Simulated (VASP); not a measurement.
H10CO5: single point with PBE+D3(BJ)

The system is H10CO5.

```xyz
16
Lattice="5.6567 0.0000 0.0000 0.0000 5.6567 0.0000 0.0000 0.0000 5.6567" Properties=species:S:1:pos:R:3 pbc="T T T"
O     2.7736    4.9249    0.1691
O     3.2100    1.8583    4.6361
O    -0.2823    3.3690    5.1050
O     0.2026    6.5564    0.5550
O     0.6632    5.5312    2.9268
H     3.4442    4.4593   -0.3640
H     3.2427    5.7953    0.1271
H     3.2434    1.8772    3.6629
H     4.0351    2.3361    4.9402
H     0.0519    4.1167    5.6326
H     0.3043    2.5982    5.4100
H     1.0565    6.2011    0.2124
H     0.4096    6.8606    1.4625
H     2.5951    4.9165    2.4503
H     1.1441    3.6584    3.0168
C     1.5701    4.7248    2.8187
```

```yaml
Program: VASP 6.6.1
Task: single point
Functional: PBE
Dispersion: D3(BJ)
Potentials_or_basis: VASP PAW PBE potentials, release 64 (O, H, C)
Cutoff: 520 eV
k_mesh: 1 × 1 × 1
Occupations: fermi-dirac, width 0.05 eV
Spin: no spin polarisation
```

```
Pressure                   : -1.0 GPa
Largest force              : 2.780 eV/Å
Dispersion energy per atom : -0.034 eV
```

Forces in eV/Å, atoms in the order of the input:
```
O    0.563  0.724 -0.123
O    0.262  0.101  0.072
O    1.009 -0.646  0.365
O    0.510  0.343 -0.435
O    0.485  1.270  0.072
H   -0.203 -0.929 -0.058
H   -0.589  0.261  0.060
H    0.034 -0.049  0.306
H   -0.508 -0.113 -0.383
H   -0.094  0.204 -0.086
H   -0.915  0.584 -0.368
H   -0.232  0.048  0.133
H   -0.017 -0.444  0.024
H    0.245  0.132  0.261
H    1.407  0.444 -0.251
C   -1.956 -1.932  0.411
```

Stress tensor (GPa, compression positive):
```
-2.70 -1.23  0.56
-1.23  0.11  0.00
 0.56  0.00 -0.41
```

Levels at points of the mesh, in eV from the Fermi level:
| k point | band 20 | band 21 | band 22 | band 23 | band 24 | band 25 |
| --- | --- | --- | --- | --- | --- | --- |
| (0.00, 0.00, 0.00) | -2.24 | -1.98 | -1.30 | 2.50 | 2.96 | 5.90 |

It took 31 s on 1 thread of Intel(R) Xeon(R) Platinum 8259CL CPU @ 2.50GHz (Skylake/Cascade Lake), on a shared host, peak memory 0.24 GiB.

Caveat: the k points lie up to 1.11 Å⁻¹ apart.
